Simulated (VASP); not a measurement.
Tl: single point with PBEsol

The system is Tl.

```
CELL_PARAMETERS angstrom
0.00000 3.40172 3.40172
3.40172 0.00000 3.40172
3.40172 3.40172 0.00000
ATOMIC_POSITIONS crystal
Tl 0.87500 0.87500 0.87500
Tl 0.12500 0.12500 0.12500
```

```json
{"Program": "VASP 6.6.1", "Task": "single point", "Functional": "PBEsol", "Potentials or basis": "VASP PAW PBE potentials, release 64 (Tl_d)", "Cutoff": "520 eV", "k mesh": "8 × 8 × 8", "Occupations": "fermi-dirac, width 0.05 eV", "Spin": "no spin polarisation", "Dipole correction": "no", "Further INCAR settings": "ALGO = Normal; EDIFF = 1e-06; NBANDS = 20"}
```

```
Pressure               : 0.7 GPa
Band gap on the k mesh : zero (band 13 reaches 5.96 eV, above the bottom of band 14 at 2.39 eV)
```

Levels at points of the mesh, in eV from the Fermi level:
```csv
k point,band 11,band 12,band 13,band 14,band 15,band 16
"(0.00, 0.00, 0.00)",-9.08,-0.45,2.63,2.63,2.63,4.31
"(0.50, 0.00, 0.00)",-7.33,-4.73,1.13,1.20,1.20,5.35
"(0.50, 0.50, 0.00)",-5.94,-5.94,-0.32,-0.32,2.45,2.45
```

Run time: 14 s on 1 thread of Intel(R) Xeon(R) 6975P-C (Granite Rapids) (shared host), peak memory 0.21 GiB.

Caveat: the PAW data sets were made with another functional, which shifts forces and pressure a little; spin-orbit coupling is left out, which moves the levels of the heavy elements.
